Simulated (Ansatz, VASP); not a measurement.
MgO: VASP beside Ansatz

```
CELL_PARAMETERS angstrom
0.00000 2.12039 2.12039
2.12039 0.00000 2.12039
2.12039 2.12039 0.00000
ATOMIC_POSITIONS crystal
Mg 0.00000 0.00000 0.00000
O 0.50000 0.50000 0.50000
```

Alike in both runs: task single point; functional LDA; k mesh 10 × 10 × 10; occupations gaussian, width 0.02 eV; no spin polarisation.

|  | VASP | Ansatz |
| --- | --- | --- |
| version | VASP 6.6.1 | Ansatz 0.2.0 |
| potentials or method | VASP PAW LDA potentials, release 64 (Mg, O), cutoff 600 eV | scalar-relativistic, plane waves, PAW |
| valence electrons in the cell | 8 | 16 |

```csv
,VASP,Ansatz,Ansatz less VASP
gap on the k mesh at the Fermi level (eV),4.46,4.46,-0.001
least direct gap on the mesh (eV),4.46,4.46,-0.001
pressure (GPa),-10.8,-8.9,+1.91
```

LDA's correlation is that of Perdew and Zunger in VASP and of Perdew and Wang (1992) in Ansatz. VASP's potentials hold 8 valence electrons a cell and Ansatz's 16, so a difference there can come from the potentials and not from the codes.
